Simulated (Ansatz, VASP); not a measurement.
Given: the input of a run of Ansatz 0.2.0 on InP.

The input input.yaml:

```yaml
crystal:
  lattice:
    - [0.0, 2.9499078504, 2.9499078504]
    - [2.9499078504, 0.0, 2.9499078504]
    - [2.9499078504, 2.9499078504, 0.0]
  atoms:
    - { symbol: In, position: [0.0, 0.0, 0.0] }
    - { symbol: P, position: [0.75, 0.75, 0.75] }
hamiltonian:
  xc: rpbe
  pseudopotentials: { kind: paw }
  dispersion: d4
kpoints:
  mp_grid: { grid: [8, 8, 8] }
scf:
  occupations: { method: fermi_dirac, width: 0.05 }
output:
  forces: true
  stress: true
  eigenvalues: true
```

Potentials or basis: Ansatz PAW.

Command:

```console
$ ansatz run input.yaml --threads 2 --pin off --max-ram 5120MiB --backend cpu --events-out ev --progress --plain --runs-dir out
```

Task: Translate it to VASP 6.6.1. Potentials there: VASP PAW PBE potentials, release 64 (In_d, P).

Result: As run (the cutoff follows the program's own potentials):

The input INCAR:

```
PREC = Accurate
ENCUT = 520
EDIFF = 1E-6
ISMEAR = -1
SIGMA = 0.05
LREAL = F
LASPH = T
NELM = 60
ALGO = Normal
ISIF = 2
LWAVE = F
LCHARG = T
GGA = RP
IVDW = 13
LELF = T
LVHAR = T
NBANDS = 16
```

Contents of KPOINTS:

```
Automatic mesh
0
Gamma
  8 8 8
```

The input POSCAR:

```
InP
1.0
    0.0000000000      2.9499078504      2.9499078504
    2.9499078504      0.0000000000      2.9499078504
    2.9499078504      2.9499078504      0.0000000000
In P
1 1
Direct
    0.0000000000      0.0000000000      0.0000000000
    0.7500000000      0.7500000000      0.7500000000
```

Potentials or basis: VASP PAW PBE potentials, release 64 (In_d, P).

The run is started by

```bash
$ cat potpaw_PBE.64/In_d/POTCAR potpaw_PBE.64/P/POTCAR > POTCAR
$ mpirun -np 1 vasp_std > vasp.out
```

Both were run:

|  | VASP | Ansatz | Ansatz less VASP |
| --- | --- | --- | --- |
| gap on the k mesh at the Fermi level (eV) | 0.74 | 0.74 | +0.007 |
| least direct gap on the mesh (eV) | 0.74 | 0.74 | +0.007 |
| pressure (GPa) | -0.5 | -0.4 | +0.06 |

VASP's potentials were made for PBE, not for RPBE.
